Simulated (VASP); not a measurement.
Here is a VASP 6.6.1 calculation.

The input INCAR:

```
PREC = Accurate
ENCUT = 690
EDIFF = 1E-6
ISMEAR = 0
SIGMA = 0.1
LREAL = False
LASPH = True
NELM = 300
ALGO = All
ISIF = 2
LWAVE = False
LCHARG = True
GGA = PE
LVHAR = True
NBANDS = 29
GGA_COMPAT = False
LMAXMIX = 6
ISEARCH = 1
KPAR = 4
```

KPOINTS

```
Automatic mesh
0
Gamma
  4 4 6
```

POSCAR

```
SmPb2
1.0
    5.1644364600      0.0000000000      0.0000000000
    0.0000000000      5.1644364600      0.0000000000
    0.0000000000      0.0000000000      3.4390563900
Sm Pb
1 2
Direct
    0.0000000000      0.0000000000      0.0000000000
    0.5000000000      0.0000000000      0.0000000000
    0.0000000000      0.5000000000      0.0000000000
```

Potentials or basis: VASP PAW PBE potentials, release 64 (Sm, Pb_d).

The run is started by

```bash
$ cat potpaw_PBE.64/Sm/POTCAR potpaw_PBE.64/Pb_d/POTCAR > POTCAR
$ mpirun -np 4 vasp_std > vasp.out
```

(1) Predict the band gap on the k mesh.

(2) Estimate the pressure.

Results:

(1) zero (bands 22 and 23 overlap by 0.10 eV).

(2) 24.5 GPa.

Caveat: the stress differs along the axes, from -2 to 38 GPa; spin-orbit coupling is left out, which moves the levels of the heavy elements; semilocal functionals describe open f shells poorly, which spoils levels, moments and volumes.
